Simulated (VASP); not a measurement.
Runs of VASP 6.6.1 on Se. The structure is that of space group Fd-3m (No. 227), or close to it. The cells are those of the table. 

| task | cell | k mesh | gap on the mesh (eV) | pressure (GPa) |
| --- | --- | --- | --- | --- |
| single point | a = 4.401 Å, angles 60.0°, 2 atoms | 9 × 9 × 9 | none | 0.0 |
| single point | a = 4.217 Å, angles 60.0°, 2 atoms | 10 × 10 × 10 | none | 7.4 |
| single point | a = 4.459 Å, angles 60.0°, 2 atoms | 10 × 10 × 10 | none | -1.6 |
| relaxation of cell and atoms | relaxed from a = 4.367 Å, angles 60.0°, 2 atoms | 9 × 9 × 9 | none | 0.0 |
| single point | a = 4.280 Å, angles 60.0°, 2 atoms | 10 × 10 × 10 | none | (b) |
| single point | a = 4.515 Å, angles 60.0°, 2 atoms | 10 × 10 × 10 | none | -2.9 |
| single point | a = 4.401 Å, angles 60.0°, 2 atoms | 10 × 10 × 10 | none | 0.0 |
| single point | a = 4.342 Å, angles 60.0°, 2 atoms | 10 × 10 × 10 | none | (a) |

Alike in all rows: level PBEsol; potentials or basis VASP PAW PBE potentials, release 64 (Se); no spin polarisation; cutoff (eV) 500; smearing fermi-dirac 0.1 eV.

Q: Estimate the missing entries.

A: (a) 2.0; (b) 4.4.

Caveats: the PAW data sets were made with another functional, which shifts forces and pressure a little.

A k mesh can miss the band edges, and the runs leave out spin-orbit coupling on Se.

A gap of «none» marks levels without a gap at the run's occupations.
